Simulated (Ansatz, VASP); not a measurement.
**La3Hf: VASP beside Ansatz**

```
CELL_PARAMETERS angstrom
5.04513 0.00000 0.00000
0.00000 5.04513 0.00000
0.00000 0.00000 5.04513
ATOMIC_POSITIONS crystal
La 0.00000 0.50000 0.50000
La 0.50000 0.00000 0.50000
La 0.50000 0.50000 0.00000
Hf 0.00000 0.00000 0.00000
```

Alike in both runs: task single point; functional PBE; k mesh 5 × 5 × 5; no spin polarisation.

|  | VASP | Ansatz |
| --- | --- | --- |
| version | VASP 6.6.1 | Ansatz 0.2.0 |
| potentials or method | VASP PAW PBE potentials, release 64 (La, Hf_pv) | plane waves, PAW |
| plane-wave cutoff (eV) | 520 | 420 |
| occupations | fermi-dirac, width 0.1 eV | fermi-dirac |
| valence electrons in the cell | 43 | 59 |

```tsv
	VASP	Ansatz	Ansatz less VASP
pressure (GPa)	0.1	0.1	+0.01
```

VASP's potentials hold 43 valence electrons a cell and Ansatz's 59, so a difference there can come from the potentials and not from the codes. Ansatz's warnings: stress scf threshold loose.

Neither program's run includes spin-orbit coupling.
